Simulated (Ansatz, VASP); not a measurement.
# Two plane-wave programs on GdCu3

INCAR

```
SYSTEM = GdCu3
PREC = Accurate
ENCUT = 520
EDIFF = 1E-7
ISMEAR = 1
SIGMA = 0.025
LREAL = .FALSE.
LASPH = .TRUE.
NELM = 150
ALGO = Normal
ISIF = 2
LWAVE = .FALSE.
LCHARG = .FALSE.
ISPIN = 2
MAGMOM = 7 0 0 0
LORBIT = 11
LMAXMIX = 6
LDAU = .TRUE.
LDAUTYPE = 2
LDAUL = -1 2
LDAUU = 0 8
LDAUJ = 0 0
LDAUPRINT = 1
GGA = RP
NBANDS = 38
```

KPOINTS

```
Automatic mesh
0
G
  8 8 8
  0 0 0
```

The input POSCAR:

```
GdCu3
1.0
    4.0361002085      0.0000000000      0.0000000000
    0.0000000000      4.0361002085      0.0000000000
    0.0000000000      0.0000000000      4.0361002085
Gd Cu
1 3
Direct
    0.0000000000      0.0000000000      0.0000000000
    0.0000000000      0.5000000000      0.5000000000
    0.5000000000      0.5000000000      0.0000000000
    0.5000000000      0.0000000000      0.5000000000
```

Input for Ansatz:

```yaml
crystal:
  lattice:
    - [4.0361002085, 0.0, 0.0]
    - [0.0, 4.0361002085, 0.0]
    - [0.0, 0.0, 4.0361002085]
  atoms:
    - { symbol: Gd, position: [0.0, 0.0, 0.0], spin: 7.0 }
    - { symbol: Cu, position: [0.0, 0.5, 0.5] }
    - { symbol: Cu, position: [0.5, 0.5, 0.0] }
    - { symbol: Cu, position: [0.5, 0.0, 0.5] }
basis:
  ecutwfc: 420
  ecutrho_ratio: 4
kpoints:
  mp_grid: { grid: [8, 8, 8] }
hamiltonian:
  xc: rpbe
  hubbard: { sites: [{ species: Cu, l: d, u_eff: 8.0 }], double_counting: fll }
scf:
  occupations: { method: methfessel_paxton, width: 0.025 }
output:
  forces: true
  stress: true
magnetization:
  spin_polarized: true
```

Alike in both runs: task single point; functional RPBE; k mesh 8 × 8 × 8; occupations methfessel-paxton of order 1, width 0.025 eV; collinear spin; Hubbard terms Cu d U = 8.0 eV.

```csv
,VASP,Ansatz
version,VASP 6.6.1,Ansatz 0.2.0
potentials or method,"VASP PAW PBE potentials, release 64 (Gd, Cu), cutoff 520 eV","scalar-relativistic, plane waves, PAW"
valence electrons in the cell,51,75
```

|  | VASP | Ansatz | Ansatz less VASP |
| --- | --- | --- | --- |
| pressure (GPa) | 10.3 | 14.7 | +4.32 |
| net moment per atom (μB) | 1.87 | 1.87 | -0.002 |
| size of the moment on the site where the two differ most (μB) | 6.90 | 7.04 | +0.141 |

VASP's potentials were made for PBE, not for RPBE. Site moments also hang on the region over which each program counts them. The programs project onto different local orbitals, so the same U acts differently, and such runs can settle in different states. VASP's potentials hold 51 valence electrons a cell and Ansatz's 75, so a difference there can come from the potentials and not from the codes. Ansatz's warnings: filled band counts differ across k points, stability check not made.

Neither program's run includes spin-orbit coupling.
